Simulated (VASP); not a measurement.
Here is a VASP 6.6.1 calculation.

INCAR

```
SYSTEM = EuO
ALGO = Normal
EDIFF = 1E-6
ENCUT = 600
GGA = PE
GGA_COMPAT = .False.
ISIF = 2
ISMEAR = 0
ISPIN = 2
LASPH = .True.
LCHARG = .False.
LDAU = .True.
LDAUJ = 0 0
LDAUL = 3 -1
LDAUPRINT = 1
LDAUTYPE = 2
LDAUU = 6 0
LMAXMIX = 6
LORBIT = 11
LREAL = .False.
LWAVE = .False.
MAGMOM = 3.28 -0.03
NBANDS = 22
NELM = 200
PREC = Accurate
SIGMA = 0.05
```

The input KPOINTS:

```
k-points
0
Gamma
  6 6 6
  0 0 0
```

POSCAR

```
EuO
1.0
    0.0000000000      2.5719519700      2.5719519700
    2.5719519700      0.0000000000      2.5719519700
    2.5719519700      2.5719519700      0.0000000000
Eu O
1 1
Direct
    0.5000000000      0.5000000000      0.5000000000
    0.0000000000      0.0000000000      0.0000000000
```

Potentials or basis: VASP PAW PBE potentials, release 64 (Eu, O).

Run with:

```sh
$ cat potpaw_PBE.64/Eu/POTCAR potpaw_PBE.64/O/POTCAR > POTCAR
$ mpirun -np 1 vasp_std > vasp.out
```

(1) What does it give for the net moment?

(2) Predict the band gap on the k mesh.

(3) What does it give for the site moments?

## Answers

(1) 7.00 μB per cell.

(2) zero (filled and empty bands overlap).

(3) Eu +6.72; O -0.09 μB.

Caveat: spin-orbit coupling is left out, which moves the levels of the heavy elements; a cell with one magnetic atom can't hold antiferromagnetic order, which such compounds often take.
